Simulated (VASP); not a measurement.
Input of a VASP 6.6.1 run:

Contents of INCAR:

```
SYSTEM = Sb
  PREC = Accurate
  ENCUT = 520
  EDIFF = 1E-7
  ISMEAR = -1
  SIGMA = 0.05
  LREAL = .False.
  LASPH = .True.
  NELM = 60
  ALGO = Normal
  ISIF = 2
  LWAVE = .False.
  LCHARG = .True.
  GGA = PS
  LELF = .True.
  LVHAR = .True.
  NBANDS = 8
```

The input KPOINTS:

```
Automatic mesh
0
Gamma
  19 19 19
  0 0 0
```

POSCAR

```
Sb
1.0
   -1.5050000000      1.5050000000      2.4800000000
    1.5050000000     -1.5050000000      2.4800000000
    1.5050000000      1.5050000000     -2.4800000000
Sb
1
Direct
    0.0000000000      0.0000000000      0.0000000000
```

Potentials or basis: VASP PAW PBE potentials, release 64 (Sb).

Command:

```bash
$ cat potpaw_PBE.64/Sb/POTCAR > POTCAR
$ mpirun -np 1 vasp_std > vasp.out
```

Predict the pressure.

15.3 GPa.

Stress tensor (GPa, compression positive):
```
16.06  0.00  0.00
 0.00 16.06  0.00
 0.00  0.00 13.88
```

Caveat: the PAW data sets were made with another functional, which shifts forces and pressure a little.
